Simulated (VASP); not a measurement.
CdS:

```
CELL_PARAMETERS angstrom
4.19696 0.00000 0.00000
-2.09848 3.63467 0.00000
0.00000 0.00000 6.82791
ATOMIC_POSITIONS crystal
Cd 0.33333 0.66667 0.99920
Cd 0.66667 0.33333 0.49920
S 0.33333 0.66667 0.37580
S 0.66667 0.33333 0.87580
```

- Program: VASP 6.6.1
- Task: relaxation of cell and atoms
- Functional: LDA
- Potentials or basis: VASP PAW LDA potentials, release 64 (Cd_sv_GW, S)
- Cutoff: 630 eV
- k mesh: 6 × 6 × 4
- Occupations: fermi-dirac, width 0.02 eV
- Spin: no spin polarisation

At the start: pressure -4.9 GPa; volume 26.04 Å³/atom.

Where does the relaxation end?

Over 11 steps the energy falls by 35.3 meV/atom and the volume is 23.89 Å³/atom (-8.3 %); space group P6_3mc (No. 186, to 0.1 Å) before and after.

The path:
| step | energy change (eV) | largest force (eV/Å) | pressure (GPa) | volume (Å³) |
| --- | --- | --- | --- | --- |
| 1 | 0.0000 | 0.0006 | -4.90 | 104.16 |
| 2 | -0.1207 | 0.0113 | 2.29 | 92.62 |
| 3 | -0.1412 | 0.0065 | 0.01 | 95.57 |
| 4 | -0.1412 | 0.0062 | -0.12 | 95.73 |
| 5 | -0.1412 | 0.0026 | -0.11 | 95.73 |
| 6 | -0.1412 | 0.0015 | -0.11 | 95.72 |
| 7 | -0.1412 | 0.0014 | -0.10 | 95.71 |
| 8 | -0.1412 | 0.0006 | -0.08 | 95.67 |
| 9 | -0.1412 | 0.0009 | -0.03 | 95.59 |
| 10 | -0.1412 | 0.0042 | 0.09 | 95.44 |
| 11 | -0.1412 | 0.0020 | 0.01 | 95.56 |

Final structure:
```xyz
4
Lattice="4.0775 0.0000 0.0000 -2.0388 3.5312 0.0000 0.0000 0.0000 6.6364" Properties=species:S:1:pos:R:3 pbc="T T T"
Cd    0.0000    2.3542    6.6317
Cd    2.0388    1.1771    3.3135
S     0.0000    2.3542    2.4933
S     2.0388    1.1771    5.8115
```
